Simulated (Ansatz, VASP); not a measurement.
**One calculation of AgI, two programs**

The input POSCAR:

```
AgI
1.0
    4.6973804538      0.0000000000      0.0000000000
   -2.3486902269      4.0680508042      0.0000000000
    0.0000000000      0.0000000000      7.6752895980
Ag I
2 2
Direct
    0.3333333333      0.6666666667      0.0000048555
    0.6666666667      0.3333333333      0.5000048555
    0.3333333333      0.6666666667      0.3749951445
    0.6666666667      0.3333333333      0.8749951445
```

Contents of INCAR.step1:

```
  ALGO = Normal
  EDIFF = 1E-5
  ENCUT = 550
  GGA = PE
  GGA_COMPAT = F
  ISMEAR = 0
  LASPH = T
  LCHARG = F
  LREAL = F
  LWAVE = T
  NBANDS = 26
  NELM = 120
  PREC = Accurate
  SIGMA = 0.01
```

The input INCAR.step2:

```
  ALGO = Normal
  EDIFF = 1E-6
  ENCUT = 550
  GGA_COMPAT = F
  ISIF = 2
  ISMEAR = 0
  ISTART = 1
  LASPH = T
  LCHARG = T
  LELF = T
  LMIXTAU = T
  LREAL = F
  LVHAR = T
  LWAVE = F
  METAGGA = R2SCAN
  NBANDS = 26
  NELM = 120
  PREC = Accurate
  SIGMA = 0.01
```

Contents of KPOINTS:

```
k-points
0
Gamma
  6 6 4
```

Input for Ansatz:

```yaml
crystal:
  lattice:
    - [4.6973804538, 0.0, 0.0]
    - [-2.3486902269, 4.0680508042, 0.0]
    - [0.0, 0.0, 7.675289598]
  atoms:
    - { symbol: Ag, position: [0.3333333333, 0.6666666667, 4.8555e-06] }
    - { symbol: Ag, position: [0.6666666667, 0.3333333333, 0.5000048555] }
    - { symbol: I, position: [0.3333333333, 0.6666666667, 0.3749951445] }
    - { symbol: I, position: [0.6666666667, 0.3333333333, 0.8749951445] }
kpoints:
  mp_grid: { grid: [6, 6, 4] }
  band_path:
    path:
      - [0.0, 0.0, 0.0]
      - [0.5, 0.0, 0.0]
      - [0.3333333333, 0.3333333333, 0.0]
      - [0.0, 0.0, 0.5]
      - [0.5, 0.0, 0.5]
      - [0.3333333333, 0.3333333333, 0.5]
    npoints: 1
hamiltonian:
  xc: r2scan
scf:
  occupations: { method: fixed }
  n_extra_bands: 5
output:
  forces: true
  stress: true
  eigenvalues: true
```

Change from the starting cell: hydrostatic strain +1.0%.

Alike in both runs: task single point; functional r2SCAN; k mesh 6 × 6 × 4; no spin polarisation.

|  | VASP | Ansatz |
| --- | --- | --- |
| version | VASP 6.6.1 | Ansatz 0.2.0 |
| potentials or method | VASP PAW PBE potentials, release 64 (Ag, I) | plane waves, PAW |
| plane-wave cutoff (eV) | 550 | 500 |
| occupations | gaussian, width 0.01 eV | fixed |
| valence electrons in the cell | 36 | 72 |

Ansatz gave:

* gap on the k mesh at the Fermi level (eV): 1.86
* pressure (GPa): -0.8

Q: Which values does VASP return?

A: gap on the k mesh at the Fermi level (eV): 1.83; pressure (GPa): -0.9.

VASP's potentials were made for PBE, not for r2SCAN. VASP's potentials hold 36 valence electrons a cell and Ansatz's 72, so a difference there can come from the potentials and not from the codes.

Spin-orbit coupling is off throughout.
